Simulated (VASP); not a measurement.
Dy2H: single point with PBE

The system is Dy2H.

```
Dy H
1.0
     2.75084    1.58820    2.57684
    -2.75084    1.58820    2.57684
     0.00000   -3.17640    2.57684
Dy H
2 1
Cartesian
  0.0000 0.0000 2.0720
  0.0000 0.0000 5.6586
  0.0000 0.0000 0.0000
```

The cell was built from a structure type or drawn by symmetry, and may not be a known phase.

- Program: VASP 6.6.1
- Task: single point
- Functional: PBE
- Potentials or basis: VASP PAW PBE potentials, release 64 (Dy_3, H), 4f in core
- Cutoff: 500 eV
- k mesh: 5 × 5 × 5
- Occupations: gaussian, width 0.2 eV
- Spin: no spin polarisation

| Quantity | Value |
| --- | --- |
| Pressure | 0.5 GPa |
| Largest force | 0.046 eV/Å |
| Band gap on the k mesh | zero (an odd number of electrons rules out a gap without spin polarisation) |

Forces in eV/Å, atoms in the order of the input:
```
Dy   0.000  0.000 -0.046
Dy   0.000  0.000  0.046
H    0.000  0.000  0.000
```

Stress tensor (GPa, compression positive):
```
0.73 0.00 0.00
0.00 0.73 0.00
0.00 0.00 0.10
```

Levels at points of the mesh, in eV from the Fermi level:
| k point | band 5 | band 6 | band 7 | band 8 | band 9 | band 10 | band 11 | band 12 | band 13 | band 14 |
| --- | --- | --- | --- | --- | --- | --- | --- | --- | --- | --- |
| (0.00, 0.00, 0.00) | -23.09 | -23.05 | -6.20 | -1.44 | -1.44 | -0.42 | 1.29 | 1.29 | 3.50 | 3.84 |

It took 12 s on 1 thread of AMD EPYC 9R45 96-Core Processor (Zen 5), on a shared host, peak memory 0.14 GiB.

Caveat: spin-orbit coupling is left out, which moves the levels of the heavy elements; the 4f electrons are frozen in the core, so they carry no moment and show no levels. Spin polarisation is off, so any magnetic state and its effect on volume and gap are missing.
